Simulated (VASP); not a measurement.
**Be2C: single point with PBEsol**

Crystal: Be2C.

```
CELL_PARAMETERS angstrom
0.00000 2.14183 2.14183
2.14183 0.00000 2.14183
2.14183 2.14183 0.00000
ATOMIC_POSITIONS crystal
Be 0.25000 0.25000 0.25000
Be 0.75000 0.75000 0.75000
C 0.00000 0.00000 0.00000
```

```json
{
 "Program": "VASP 6.6.1",
 "Task": "single point",
 "Functional": "PBEsol",
 "Potentials or basis": "VASP PAW PBE potentials, release 64 (Be, C)",
 "Cutoff": "600 eV",
 "k mesh": "8 × 8 × 8",
 "Occupations": "gaussian, width 0.01 eV",
 "Spin": "no spin polarisation",
 "Dipole correction": "no",
 "Further INCAR settings": "ALGO = Normal; EDIFF = 1e-06; NBANDS = 11"
}
```

| Quantity | Value |
| --- | --- |
| Pressure | 4.6 GPa |
| Band gap on the k mesh | 1.07 eV, indirect (least direct gap 4.14 eV) |

Levels at points of the mesh, in eV from the valence-band top:
```
           k point  band 1  band 2  band 3  band 4  band 5  band 6  band 7  band 8  band 9
(0.00, 0.00, 0.00)  -15.27    0.00    0.00    0.00    4.14    4.14    4.14    7.06   13.33
(0.50, 0.00, 0.00)  -12.30   -8.97   -1.89   -1.89    5.01    5.01    7.36    9.90   14.81
(0.50, 0.50, 0.00)  -11.56   -6.90   -4.89   -4.89    1.07    5.94   13.55   13.55   15.76
```

Run time: 4.7 s on 1 thread of Intel(R) Xeon(R) Platinum 8375C CPU @ 2.90GHz (Ice Lake), on a shared host, peak memory 0.13 GiB.

Caveat: the PAW data sets were made with another functional, which shifts forces and pressure a little. A k mesh can miss the band edges.
